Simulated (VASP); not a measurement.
**Os: single point with PBE**

Crystal: Os.

```
CELL_PARAMETERS angstrom
0.00000 2.77826 2.77826
2.77826 0.00000 2.77826
2.77826 2.77826 0.00000
ATOMIC_POSITIONS crystal
Os 0.12500 0.12500 0.12500
Os 0.87500 0.87500 0.87500
```

```
Program                : VASP 6.6.1
Task                   : single point
Functional             : PBE
Potentials or basis    : VASP PAW PBE potentials, release 64 (Os)
Cutoff                 : 520 eV
k mesh                 : 16 × 16 × 16
Occupations            : fermi-dirac, width 0.1 eV
Spin                   : no spin polarisation
Dipole correction      : no
Further INCAR settings : ALGO = Normal; EDIFF = 1e-07; NBANDS = 15
```

```yaml
Pressure: -1.1 GPa
Band_gap_on_the_k_mesh: zero (band 8 reaches 5.02 eV, above the bottom of band 9 at 3.80 eV)
```

Levels at points of the mesh, in eV from the Fermi level:
| k point | band 5 | band 6 | band 7 | band 8 | band 9 | band 10 | band 11 | band 12 |
| --- | --- | --- | --- | --- | --- | --- | --- | --- |
| (0.00, 0.00, 0.00) | -3.55 | -3.55 | -0.55 | -0.55 | -0.55 | 2.51 | 2.51 | 11.25 |
| (0.50, 0.00, 0.00) | -3.78 | -3.78 | -1.49 | 0.37 | 0.37 | 1.82 | 1.82 | 2.85 |
| (0.50, 0.50, 0.00) | -2.83 | -2.83 | -1.27 | -1.27 | 2.18 | 2.18 | 3.36 | 3.36 |

Run time: 46 s on 1 thread of Intel(R) Xeon(R) 6975P-C (Granite Rapids), with other jobs on the host, peak memory 0.22 GiB.

Caveat: spin-orbit coupling is left out, which moves the levels of the heavy elements.
